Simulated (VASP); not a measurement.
# Li32F31 (a cell with a defect) in VASP: notebook, part 2 of 3

VASP 6.6.1. The steps go on from the part before.

### Step 3. Single point, PBEsol

INCAR

```
  PREC = Accurate
  ENCUT = 650
  EDIFF = 1E-6
  ISMEAR = -1
  SIGMA = 0.05
  LREAL = Auto
  LASPH = T
  NELM = 120
  ALGO = Normal
  ISIF = 2
  LWAVE = F
  LCHARG = F
  GGA = PS
  NELECT = 314.0
  ISYM = -1
  NBANDS = 194
  GGA_COMPAT = F
```

KPOINTS

```
explicit points
1
Reciprocal
  0.25000000   0.25000000   0.25000000 1
```

POSCAR

```
Li32F31
1.0
    8.0151850000      0.0000000000      0.0000000000
    0.0000000000      8.0151850000      0.0000000000
    0.0000000000      0.0000000000      8.0151850000
F Li
31 32
Direct
    0.2496790000      0.0001600000      0.9998100000
    0.2496890000      0.0001720000      0.4998300000
    0.2496670000      0.5001690000      0.9998500000
    0.7496770000      0.0001690000      0.9998540000
    0.7497210000      0.0001450000      0.4998830000
    0.7496580000      0.5001590000      0.9998370000
    0.7496690000      0.5001810000      0.4998800000
    0.9982770000      0.2487420000      0.9998510000
    0.9922980000      0.2427850000      0.4998030000
    0.9982800000      0.7515250000      0.9998220000
    0.9922930000      0.7575790000      0.4998640000
    0.5010550000      0.2487840000      0.9998340000
    0.5070680000      0.2427580000      0.4998570000
    0.5010780000      0.7515790000      0.9997950000
    0.5070710000      0.7575910000      0.4999530000
    0.9982550000      0.0001910000      0.2484400000
    0.9983040000      0.0001460000      0.7512500000
    0.9922710000      0.5000420000      0.2424650000
    0.9923200000      0.5001680000      0.7571910000
    0.5010940000      0.0001960000      0.2484390000
    0.5010840000      0.0001510000      0.7512610000
    0.5070610000      0.5001650000      0.2424470000
    0.5070410000      0.5002710000      0.7572040000
    0.2495710000      0.2427520000      0.2424450000
    0.2496910000      0.2427850000      0.7571870000
    0.2496790000      0.7576200000      0.2424060000
    0.2497630000      0.7575040000      0.7571640000
    0.7497070000      0.2487680000      0.2484590000
    0.7496940000      0.2487680000      0.7512500000
    0.7496810000      0.7515550000      0.2484640000
    0.7496630000      0.7515680000      0.7512630000
    0.0003110000      0.0001320000      0.9998530000
    0.9997540000      0.0001830000      0.4998490000
    0.9997280000      0.5001630000      0.9998340000
    0.0087600000      0.5000450000      0.4998230000
    0.4990400000      0.0001830000      0.9998570000
    0.4996180000      0.0001430000      0.4998370000
    0.4996100000      0.5002020000      0.9998150000
    0.4906100000      0.5003070000      0.4999170000
    0.2496690000      0.2502200000      0.9998420000
    0.2496640000      0.2592620000      0.4996990000
    0.2496660000      0.7500920000      0.9997870000
    0.2497310000      0.7411530000      0.4999710000
    0.7496470000      0.2507960000      0.9998510000
    0.7497020000      0.2502210000      0.4998750000
    0.7496970000      0.7495360000      0.9998590000
    0.7496740000      0.7500930000      0.4998630000
    0.2496790000      0.0001870000      0.2498890000
    0.2497130000      0.0001280000      0.7497630000
    0.2495510000      0.5000750000      0.2589670000
    0.2498050000      0.5002430000      0.7407580000
    0.7496560000      0.0001470000      0.2505070000
    0.7497230000      0.0001680000      0.7492050000
    0.7496930000      0.5001730000      0.2498980000
    0.7496620000      0.5001730000      0.7497600000
    0.0010330000      0.2515250000      0.2511980000
    0.0011590000      0.2515800000      0.7484620000
    0.0011550000      0.7487320000      0.2513610000
    0.0011120000      0.7486590000      0.7483410000
    0.4982590000      0.2516810000      0.2513130000
    0.4982220000      0.2515830000      0.7483620000
    0.4981350000      0.7486800000      0.2512600000
    0.4983380000      0.7488180000      0.7484640000
```

Potentials or basis: VASP PAW PBE potentials, release 64 (F, Li_sv).

Command:

```bash
$ cat potpaw_PBE.64/F/POTCAR potpaw_PBE.64/Li_sv/POTCAR > POTCAR
$ mpirun -np 1 vasp_std > vasp.out
```

It took 2.9 min on 1 thread of Intel Xeon 6975P-C (Granite Rapids), shared host; peak memory 0.7 GiB.

It converged, with:

```yaml
Free_energy: -300.4414 eV
Largest_force: 0.018 eV/Å
```

Forces in eV/Å, atoms in the order of the input:
```
F    0.001  0.000  0.000
F    0.001 -0.001  0.000
F    0.001  0.000  0.000
F    0.001  0.000  0.000
F   -0.001  0.001 -0.001
F    0.001  0.000  0.000
F    0.001  0.000 -0.001
F    0.001  0.000  0.002
F    0.012  0.011 -0.001
F    0.003  0.002  0.001
F    0.011 -0.012 -0.001
F   -0.002 -0.001  0.001
F   -0.010  0.012  0.000
F   -0.001  0.002  0.001
F   -0.011 -0.013  0.000
F    0.002 -0.001 -0.002
F    0.002 -0.001  0.000
F    0.011  0.001  0.012
F    0.011 -0.001 -0.009
F   -0.002 -0.001 -0.002
F   -0.001 -0.001  0.001
F   -0.010  0.000  0.012
F   -0.010  0.000 -0.011
F    0.001  0.013  0.012
F    0.000  0.010 -0.009
F   -0.001 -0.013  0.012
F    0.002 -0.010 -0.010
F    0.000  0.001 -0.001
F   -0.001  0.000  0.000
F    0.000 -0.001  0.001
F   -0.001  0.000 -0.002
Li  -0.001  0.000  0.000
Li   0.004  0.000  0.000
Li   0.005 -0.001  0.001
Li   0.000 -0.001  0.000
Li   0.001  0.000  0.000
Li  -0.002  0.000  0.000
Li  -0.003  0.000 -0.001
Li   0.001  0.003  0.000
Li  -0.001  0.004 -0.001
Li  -0.002  0.002  0.000
Li  -0.002 -0.002 -0.002
Li   0.001 -0.005  0.000
Li   0.002 -0.004  0.000
Li  -0.001  0.003 -0.001
Li   0.000  0.000  0.000
Li  -0.003 -0.002 -0.001
Li  -0.002  0.002  0.002
Li  -0.001  0.002 -0.003
Li  -0.001  0.000  0.003
Li   0.001  0.001 -0.004
Li   0.001  0.000 -0.002
Li   0.001  0.000  0.005
Li  -0.002  0.001  0.003
Li  -0.001  0.001 -0.003
Li   0.000 -0.004 -0.003
Li   0.002 -0.002  0.002
Li   0.001  0.003 -0.005
Li   0.000  0.004  0.006
Li  -0.002 -0.004 -0.002
Li  -0.003 -0.002  0.003
Li   0.000  0.004 -0.004
Li  -0.001  0.003  0.004
```

Levels at points of the mesh, in eV from the Fermi level:
```tsv
k point	band 153	band 154	band 155	band 156	band 157	band 158	band 159	band 160	band 161	band 162
(0.25, 0.25, 0.25)	-8.43	-8.39	-8.33	-8.33	-1.31	1.29	1.93	1.93	2.29	2.37
```

Caveat: the cell carries a net charge on a neutralising background, which shifts energy and pressure; the cell is charged against a uniform background, so pressure and absolute levels hang on convention; the PAW data sets were made with another functional, which shifts forces and pressure a little.

### Step 4. Single point, PBEsol, collinear spin

INCAR

```
SYSTEM = Li32F31
PREC = Accurate
ENCUT = 650
EDIFF = 1E-6
ISMEAR = -1
SIGMA = 0.05
LREAL = Auto
LASPH = .TRUE.
NELM = 200
ALGO = Normal
ISIF = 2
LWAVE = .FALSE.
LCHARG = .FALSE.
ISPIN = 2
MAGMOM = 0 0 0 0 0 0 0 0 0 0 0 0 0 0 0 0 0 0 0 0 0 0 0 0 0 0 0 0 0 0 0 0 0 0 0.167 0 0 0 0.167 0 0.167 0 0.167 0 0 0 0 0 0 0.167 0.167 0 0 0 0 0 0 0 0 0 0 0 0
LORBIT = 11
GGA = PS
ISYM = -1
NBANDS = 198
GGA_COMPAT = .FALSE.
```

KPOINTS is that of step 3.

POSCAR

```
Li32F31
1.0
    8.0151850000      0.0000000000      0.0000000000
    0.0000000000      8.0151850000      0.0000000000
    0.0000000000      0.0000000000      8.0151850000
F Li
31 32
Direct
    0.2497040000      0.0001290000      0.9997010000
    0.2496670000      0.0000050000      0.4999270000
    0.2497640000      0.5002370000      0.9998440000
    0.7497040000      0.0001190000      0.9997850000
    0.7497800000      0.0000140000      0.4998950000
    0.7495780000      0.5003010000      0.9998690000
    0.7496430000      0.5003120000      0.4998590000
    0.9996300000      0.2502700000      0.9999440000
    0.9985790000      0.2490980000      0.4996590000
    0.9996410000      0.7501510000      0.9997980000
    0.9986250000      0.7512740000      0.4998270000
    0.4997700000      0.2502160000      0.9998610000
    0.5008060000      0.2491420000      0.4999510000
    0.4997550000      0.7502430000      0.9997450000
    0.5007340000      0.7513130000      0.4999910000
    0.9995270000      0.0002000000      0.2496750000
    0.9996440000      0.0002390000      0.7500370000
    0.9985910000      0.5001690000      0.2487140000
    0.9985410000      0.5001530000      0.7509440000
    0.4997620000      0.0000680000      0.2497050000
    0.4998430000      0.0002440000      0.7500550000
    0.5008210000      0.5002990000      0.2487900000
    0.5008280000      0.5002180000      0.7510190000
    0.2496270000      0.2489880000      0.2486820000
    0.2496260000      0.2490740000      0.7509010000
    0.2496640000      0.7513100000      0.2484960000
    0.2496820000      0.7512420000      0.7509140000
    0.7496360000      0.2502640000      0.2499310000
    0.7497340000      0.2502190000      0.7497860000
    0.7496250000      0.7500850000      0.2498480000
    0.7498510000      0.7501930000      0.7498110000
    0.9994080000      0.9998610000      0.9998840000
    0.9982470000      0.0000430000      0.5000190000
    0.9986340000      0.5002080000      0.9997260000
    0.9942350000      0.4998960000      0.4996390000
    0.4998790000      0.0002170000      0.0000810000
    0.5008110000      0.0002820000      0.4998720000
    0.5008880000      0.5002590000      0.0000360000
    0.5052930000      0.5002220000      0.4998400000
    0.2497440000      0.2489130000      0.9997980000
    0.2495610000      0.2446730000      0.4998320000
    0.2497280000      0.7513290000      0.9996800000
    0.2497030000      0.7555750000      0.4997520000
    0.7497480000      0.2499310000      0.9998700000
    0.7496810000      0.2490020000      0.4997890000
    0.7497140000      0.7505540000      0.0000150000
    0.7496580000      0.7513520000      0.4997450000
    0.2495220000      0.0001020000      0.2489700000
    0.2495770000      0.0000850000      0.7508550000
    0.2495640000      0.5001270000      0.2447700000
    0.2497940000      0.5000960000      0.7551120000
    0.7497290000      0.0002960000      0.2496260000
    0.7494980000      0.0000990000      0.7502110000
    0.7497880000      0.5001260000      0.2486090000
    0.7497210000      0.5002830000      0.7508610000
    0.0000760000      0.2502340000      0.2499210000
    0.9998620000      0.2502370000      0.7496580000
    0.0000150000      0.7497170000      0.2501670000
    0.9998840000      0.7498190000      0.7493840000
    0.4992680000      0.2507070000      0.2501140000
    0.4995210000      0.2505220000      0.7496540000
    0.4993320000      0.7498730000      0.2500340000
    0.4993740000      0.7500040000      0.7496070000
```

Command:

```bash
$ cat potpaw_PBE.64/F/POTCAR potpaw_PBE.64/Li_sv/POTCAR > POTCAR
$ mpirun -np 1 vasp_std > vasp.out
```

Run time: 6.6 min. Hardware: 1 thread of Intel Xeon 6975P-C (Granite Rapids), shared host; peak memory 1 GiB.

It converged, with:

| Property | Result |
| --- | --- |
| Free energy | -306.4708 eV |
| Pressure | -0.3 GPa |
| Largest force | 0.015 eV/Å |
| Band gap on the k mesh | 1.79 eV |
| Net moment | 1.00 μB per cell |
| Valence electrons inside the program's atomic spheres | F 6.12; Li 2.07, 2.08 (each value once) |

Forces in eV/Å, atoms in the order of the input:
```
F   -0.002  0.002  0.007
F   -0.001  0.008 -0.005
F   -0.001 -0.005  0.002
F    0.001  0.004  0.006
F   -0.004  0.008 -0.003
F    0.007 -0.006  0.001
F    0.005 -0.007 -0.002
F    0.000 -0.008 -0.002
F    0.005 -0.003  0.003
F    0.000  0.002  0.002
F    0.006 -0.002 -0.003
F    0.001 -0.003  0.003
F   -0.006 -0.002 -0.006
F    0.001  0.002  0.004
F   -0.006 -0.001 -0.005
F    0.003 -0.003  0.006
F   -0.002 -0.003 -0.007
F    0.006 -0.003  0.005
F    0.008 -0.002 -0.006
F   -0.001  0.007  0.008
F   -0.003 -0.001 -0.007
F   -0.008 -0.005  0.005
F   -0.007  0.000 -0.007
F    0.003  0.003  0.008
F    0.000  0.000 -0.003
F   -0.001 -0.004  0.014
F    0.000 -0.001 -0.006
F   -0.005 -0.001 -0.005
F   -0.005 -0.001  0.000
F   -0.003  0.008 -0.003
F   -0.008  0.007 -0.001
Li  -0.001  0.005 -0.003
Li  -0.002  0.003 -0.003
Li  -0.006  0.001  0.001
Li   0.004  0.005  0.006
Li   0.003 -0.003 -0.006
Li   0.007 -0.004  0.001
Li   0.002  0.002 -0.007
Li  -0.004  0.002  0.003
Li  -0.001  0.003 -0.001
Li   0.001  0.008  0.002
Li   0.001 -0.004  0.000
Li   0.002 -0.009  0.004
Li  -0.003  0.000 -0.003
Li   0.002  0.002  0.002
Li  -0.001 -0.005 -0.006
Li   0.001 -0.006  0.002
Li   0.004  0.000 -0.011
Li   0.006  0.002  0.006
Li   0.001  0.002 -0.006
Li  -0.001  0.003 -0.003
Li  -0.002 -0.003 -0.004
Li   0.004  0.000  0.002
Li  -0.001  0.002  0.003
Li   0.000  0.000  0.005
Li  -0.004  0.006 -0.001
Li   0.000  0.006  0.000
Li  -0.003  0.002 -0.003
Li   0.000  0.000  0.009
Li   0.004 -0.010 -0.002
Li  -0.001 -0.004  0.003
Li   0.002  0.002  0.000
Li   0.004 -0.002  0.005
```

Levels at points of the mesh, in eV from the valence-band top:
Spin up:
```
           k point  band 153  band 154  band 155  band 156  band 157  band 158  band 159  band 160  band 161  band 162
(0.25, 0.25, 0.25)     -6.09     -6.07     -6.02     -6.01      0.00      3.61      4.21      4.21      4.54      4.69
```
Spin down:
```tsv
k point	band 153	band 154	band 155	band 156	band 157	band 158	band 159	band 160
(0.25, 0.25, 0.25)	-6.08	-6.06	-6.01	-6.01	1.79	3.71	4.44	4.44
```

Caveat: the PAW data sets were made with another functional, which shifts forces and pressure a little.

### Step 5. Single point, HSE06

POSCAR

```
Li32F31
1.0
    8.0151850000      0.0000000000      0.0000000000
    0.0000000000      8.0151850000      0.0000000000
    0.0000000000      0.0000000000      8.0151850000
F Li
31 32
Direct
    0.2496860000      0.0001660000      0.9998560000
    0.2496850000      0.0001530000      0.4998350000
    0.2496770000      0.5001680000      0.9998400000
    0.7496790000      0.0001830000      0.9998490000
    0.7496720000      0.0001750000      0.4998410000
    0.7496840000      0.5001650000      0.9998310000
    0.7496800000      0.5001720000      0.4998510000
    0.0011910000      0.2516710000      0.9998480000
    0.0056940000      0.2561910000      0.4998410000
    0.0011750000      0.7486740000      0.9998350000
    0.0056780000      0.7441680000      0.4998350000
    0.4981800000      0.2516780000      0.9998430000
    0.4936880000      0.2561380000      0.4998450000
    0.4981780000      0.7486570000      0.9998460000
    0.4936800000      0.7441600000      0.4998360000
    0.0011730000      0.0001740000      0.2513530000
    0.0011820000      0.0001670000      0.7483340000
    0.0056680000      0.5001710000      0.2558370000
    0.0056940000      0.5001700000      0.7438370000
    0.4981770000      0.0001730000      0.2513450000
    0.4981810000      0.0001590000      0.7483390000
    0.4936530000      0.5001580000      0.2558660000
    0.4936680000      0.5001640000      0.7438060000
    0.2496740000      0.2561780000      0.2558620000
    0.2496900000      0.2561450000      0.7438510000
    0.2496710000      0.7441710000      0.2558360000
    0.2496900000      0.7441540000      0.7438190000
    0.7496850000      0.2516810000      0.2513480000
    0.7496880000      0.2516790000      0.7483370000
    0.7496710000      0.7486650000      0.2513410000
    0.7496660000      0.7486700000      0.7483350000
    0.9981310000      0.0001820000      0.9998470000
    0.9962680000      0.0000810000      0.4998410000
    0.9963040000      0.5001520000      0.9997890000
    0.9764840000      0.5001860000      0.4998340000
    0.5012180000      0.0001900000      0.9998610000
    0.5030670000      0.0002160000      0.4998410000
    0.5030920000      0.5001710000      0.9998880000
    0.5228740000      0.5001380000      0.4998400000
    0.2496740000      0.2467670000      0.9998530000
    0.2496470000      0.2269560000      0.4998430000
    0.2496890000      0.7535680000      0.9998700000
    0.2497050000      0.7733500000      0.4998530000
    0.7496950000      0.2486350000      0.9998200000
    0.7497000000      0.2467640000      0.4998320000
    0.7496760000      0.7517110000      0.9998370000
    0.7496040000      0.7535690000      0.4998460000
    0.2496840000      0.0001470000      0.2464520000
    0.2497220000      0.0001570000      0.7532520000
    0.2496340000      0.5001500000      0.2266530000
    0.2497130000      0.5001810000      0.7730270000
    0.7496390000      0.0001730000      0.2483040000
    0.7496590000      0.0001800000      0.7513790000
    0.7497590000      0.5001520000      0.2464370000
    0.7496980000      0.5001620000      0.7532360000
    0.9997330000      0.2501880000      0.2499070000
    0.9997390000      0.2501850000      0.7497730000
    0.9997050000      0.7501350000      0.2498780000
    0.9997330000      0.7501200000      0.7497980000
    0.4996440000      0.2502220000      0.2499110000
    0.4996070000      0.2502380000      0.7497990000
    0.4996250000      0.7500910000      0.2499200000
    0.4996550000      0.7501150000      0.7497950000
```

INCAR.step1

```
PREC = Accurate ; ENCUT = 650
EDIFF = 1E-5 ; ISMEAR = -1
SIGMA = 0.05 ; LREAL = Auto
LASPH = True ; NELM = 120
ALGO = Normal ; ISIF = 2
LWAVE = True ; LCHARG = False
GGA = PE ; NELECT = 312.0
ISYM = -1 ; NBANDS = 194
GGA_COMPAT = False
```

INCAR.step2

```
PREC = Accurate ; ENCUT = 650
EDIFF = 1E-6 ; ISMEAR = -1
SIGMA = 0.05 ; LREAL = Auto
LASPH = True ; NELM = 120
ALGO = Normal ; ISIF = 2
LWAVE = False ; LCHARG = False
GGA = PE ; LHFCALC = True
HFSCREEN = 0.2079 ; PRECFOCK = Fast
ISTART = 1 ; NELECT = 312.0
ISYM = -1 ; NBANDS = 194
GGA_COMPAT = False
```

KPOINTS is that of step 4.

Command:

```bash
$ cat potpaw_PBE.64/F/POTCAR potpaw_PBE.64/Li_sv/POTCAR > POTCAR
$ cp INCAR.step1 INCAR
$ mpirun -np 1 vasp_std > vasp.out
$ cp INCAR.step2 INCAR
$ mpirun -np 1 vasp_std > vasp.out
```

It took 13 min on 1 thread of Intel Xeon 6975P-C (Granite Rapids), shared host; peak memory 0.99 GiB.

The run converged. Its results:

```yaml
Free_energy: -359.7478 eV
Largest_force: 0.033 eV/Å
```

Forces on the atoms (eV/Å):
```
F    0.001  0.000  0.000
F    0.001  0.000  0.001
F    0.001  0.000  0.001
F    0.000 -0.001  0.000
F    0.001 -0.001  0.000
F    0.001  0.000  0.001
F    0.001 -0.001  0.000
F    0.001  0.004  0.000
F    0.002  0.005  0.001
F    0.002 -0.005  0.001
F    0.001 -0.005  0.000
F   -0.001  0.004  0.000
F   -0.003  0.005 -0.001
F   -0.001 -0.004  0.001
F   -0.003 -0.006  0.001
F    0.001 -0.001  0.004
F    0.001 -0.001 -0.004
F    0.002  0.000  0.005
F    0.002 -0.001 -0.005
F   -0.001 -0.001  0.004
F   -0.001  0.000 -0.004
F   -0.002  0.000  0.006
F   -0.003  0.001 -0.004
F    0.001  0.003  0.004
F    0.000  0.004 -0.004
F    0.001 -0.002  0.002
F    0.001 -0.003 -0.003
F   -0.001  0.003  0.002
F   -0.001  0.003 -0.003
F   -0.001 -0.002  0.002
F    0.000 -0.002 -0.004
Li  -0.003  0.000  0.000
Li  -0.002  0.001  0.000
Li  -0.002  0.000  0.001
Li  -0.022  0.001 -0.001
Li   0.001 -0.001  0.000
Li   0.006  0.000  0.000
Li   0.006  0.000  0.000
Li   0.027 -0.001  0.002
Li   0.000  0.004  0.000
Li   0.001 -0.033  0.000
Li  -0.001 -0.004  0.000
Li   0.000  0.033 -0.001
Li   0.001  0.004  0.001
Li   0.000  0.004  0.001
Li   0.002 -0.005  0.000
Li   0.002 -0.005  0.000
Li  -0.001  0.000  0.004
Li  -0.001 -0.001 -0.004
Li   0.001  0.001 -0.033
Li   0.000  0.000  0.033
Li   0.002  0.000  0.005
Li   0.002  0.000 -0.005
Li  -0.001  0.000  0.004
Li   0.000 -0.001 -0.004
Li   0.000  0.004  0.002
Li   0.001  0.004 -0.004
Li   0.000 -0.002  0.002
Li   0.000 -0.002 -0.004
Li  -0.006  0.004  0.002
Li  -0.005  0.003 -0.003
Li  -0.006 -0.002  0.002
Li  -0.006 -0.002 -0.004
```

Levels at points of the mesh, in eV from the Fermi level:
```
           k point  band 154  band 155  band 156  band 157  band 158  band 159
(0.25, 0.25, 0.25)     -1.37     -1.32     -1.32      8.24     10.88     11.65
```

Caveat: the cell carries a net charge on a neutralising background, which shifts energy and pressure; the cell is charged against a uniform background, so pressure and absolute levels hang on convention; the PAW data sets were made with another functional, which shifts forces and pressure a little.

(Part 2 of 3 ends here.)
